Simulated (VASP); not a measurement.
In3Se, 4 atoms in the cell. The structure is cubic, space group Pm-3m (No. 221). The conventional cell has a = 4.941 Å, b = 4.941 Å, c = 4.941 Å, α = 90.00°, β = 90.00°, γ = 90.00°. In (site symmetry 4/mmm) has 8 In at 3.49 Å and 4 Se at 3.49 Å within 4.6 Å. Se (site symmetry m-3m) has 12 In at 3.49 Å within 4.6 Å.  This cell differs from its parent crystal: strained.

```yaml
Program: VASP 6.6.1
Task: single point
Functional: PBE
Potentials_or_basis: VASP PAW PBE potentials, release 64 (In_d, Se)
Cutoff: 520 eV
k_mesh: 10 × 10 × 10
Occupations: gaussian, width 0.1 eV
Spin: no spin polarisation
Dipole_correction: no
Further_INCAR_settings: ALGO = Normal; EDIFF = 1e-06; NBANDS = 30
```

Potentials or basis: VASP PAW PBE potentials, release 64 (In_d, Se).

Command:

```sh
$ cat potpaw_PBE.64/In_d/POTCAR potpaw_PBE.64/Se/POTCAR > POTCAR
$ mpirun -np 1 vasp_std > vasp.out
```

Hardware: 1 thread of Intel(R) Xeon(R) 6975P-C (Granite Rapids), on a shared host.

Problem. Estimate the wall time of this run.

Solution. Wall time 79 s on 1 thread of Intel(R) Xeon(R) 6975P-C (Granite Rapids) (shared host), peak memory 0.34 GiB. Counts: scf iterations 13, k points 56.
